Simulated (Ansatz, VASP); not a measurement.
## NbC2: VASP beside Ansatz

```
CELL_PARAMETERS angstrom
2.29507 0.00000 0.00000
-1.14754 1.98759 0.00000
0.00000 0.00000 12.22008
ATOMIC_POSITIONS crystal
Nb 0.33333 0.66667 0.00000
C 0.66667 0.33333 0.90800
C 0.66667 0.33333 0.09200
```

Change from the starting cell: species swapped into the WS2 type (P-6m2, No. 187).

Alike in both runs: task relaxation of cell and atoms; functional PBE; k mesh 12 × 12 × 2; occupations gaussian, width 0.1 eV; no spin polarisation.

```csv
,VASP,Ansatz
version,VASP 6.6.1,Ansatz 0.2.0
potentials or method,"VASP PAW PBE potentials, release 64 (Nb_sv, C), cutoff 600 eV","scalar-relativistic, plane waves, PAW"
valence electrons in the cell,21,21
```

```tsv
	VASP	Ansatz	Ansatz less VASP
gap on the k mesh at the Fermi level, each at its own relaxed structure (eV)	none	none	-
relaxed volume (Å³/atom)	22.15	19.68	-2.470
relaxed cell length with the largest relative difference (Å)	6.627	5.660	-0.9670
```

A gap of «none» marks a metal or a gap that the smearing closes. One of these differences is far larger than is usual between the two programs; its cause wasn't traced.

Noted on VASP's run: the volume moved by over 15 % at a fixed basis, so the end points are rough.
